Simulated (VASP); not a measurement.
Runs of VASP 6.6.1 on NaLaMnMoO6. The structure is that of space group F-43m (No. 216), or close to it. The cells are those of the table. 

| level | cell | gap on the mesh (eV) | pressure (GPa) | moment (μB) | largest force (eV/Å) |
| --- | --- | --- | --- | --- | --- |
| PBE+D3(BJ) | a = 5.437 Å, angles 60.0°, 10 atoms | none | -0.3 | 1.19 | 0.05 |
| PBE+D3(BJ) | a = 5.432 Å, angles 60.0°, 10 atoms | none | 0.3 | 1.18 | 0.05 |
| PBE+D3(BJ) | a = 5.463 Å, angles 60.0°, 10 atoms | none | -2.8 | 1.21 | 0.07 |
| PBE+D4 | a = 5.434 Å, angles 60.0°, 10 atoms | none | 0.3 | 1.18 | 0.05 |
| PBE | a = 5.465 Å, angles 60.0°, 10 atoms | none | (a) | 1.21 | 0.05 |

Alike in all rows: task single point; potentials or basis VASP PAW PBE potentials, release 64 (Na_pv, La, Mn_pv, Mo_sv, O); spin collinear, ferromagnetic start; k mesh 5 × 5 × 5; cutoff (eV) 520; smearing fermi-dirac 0.05 eV.

Task: Estimate the missing entries.

Result: (a) 0.2.

Caveats: spin-orbit coupling is left out, which moves the levels of the heavy elements; a cell with one magnetic atom can't hold antiferromagnetic order, which such compounds often take; semilocal functionals often make such compounds metallic where correlation or magnetic order opens a gap, which also shifts bond lengths; three body term missing (at least some runs).

A k mesh can miss the band edges, and the runs leave out spin-orbit coupling on La, Mo.

A gap of «none» marks levels without a gap at the run's occupations.
